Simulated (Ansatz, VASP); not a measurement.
**V: VASP beside Ansatz**

File INCAR:

```
ALGO     = Normal         # electronic algorithm
EDIFF    = 1E-7           # SCF threshold, eV
ENCUT    = 520            # plane-wave cutoff, eV
GGA      = RP             # functional
ISIF     = 2              # what is computed and relaxed
ISMEAR   = -1             # smearing method
LASPH    = T              # aspherical terms in the spheres
LCHARG   = F              # write CHGCAR
LREAL    = F              # projectors in reciprocal space
LWAVE    = F              # write WAVECAR
NBANDS   = 20             # bands
NELM     = 80             # most SCF steps
PREC     = Accurate       # precision mode
SIGMA    = 0.1            # smearing width, eV
```

KPOINTS

```
k-points
0
Gamma
  16 16 14
```

POSCAR

```
V
1.0
   -3.3028672781      3.3021847245      1.2918252642
    3.3021847245     -3.3028672781      1.2918252642
    1.8364963620      1.8364963620     -1.2930753623
V
2
Direct
    0.0000083952      0.9999916048      0.0000000000
    0.7499916048      0.2500083952      0.5000000000
```

Input for Ansatz:

```yaml
crystal:
  lattice:
    - [-3.3028672781, 3.3021847245, 1.2918252642]
    - [3.3021847245, -3.3028672781, 1.2918252642]
    - [1.836496362, 1.836496362, -1.2930753623]
  atoms:
    - { symbol: V, position: [8.3952e-06, 0.9999916048, 0.0] }
    - { symbol: V, position: [0.7499916048, 0.2500083952, 0.5] }
hamiltonian:
  xc: rpbe
  pseudopotentials:
    kind: paw
    azcp:
      V: "pseudopotentials/V.paw.azcp"
basis:
  ecutwfc: 420
  fft_grid_basis: typed
kpoints:
  mp_grid: { grid: [16, 16, 14], shift: [0, 0, 0] }
magnetization:
  spin_polarized: false
scf:
  occupations: { method: fermi_dirac, width: 0.1 }
  lower_state_search: "off"
output:
  stress: true
```

Alike in both runs: task single point; functional RPBE; k mesh 16 × 16 × 14; occupations fermi-dirac, width 0.1 eV; no spin polarisation.

|  | VASP | Ansatz |
| --- | --- | --- |
| version | VASP 6.6.1 | Ansatz 0.2.0 |
| potentials or method | VASP PAW PBE potentials, release 64 (V_sv), cutoff 520 eV | plane waves (420 eV) with PAW, scalar-relativistic |
| valence electrons in the cell | 26 | 26 |

Ansatz gave:

- pressure (GPa): -15.0
- traceless stress, the component that is largest in VASP (GPa): -0.34

Problem. Which values does VASP return?

Solution. Pressure (GPa): -14.8; traceless stress, the component that is largest in VASP (GPa): -0.34.

VASP's potentials were made for PBE, not for RPBE.
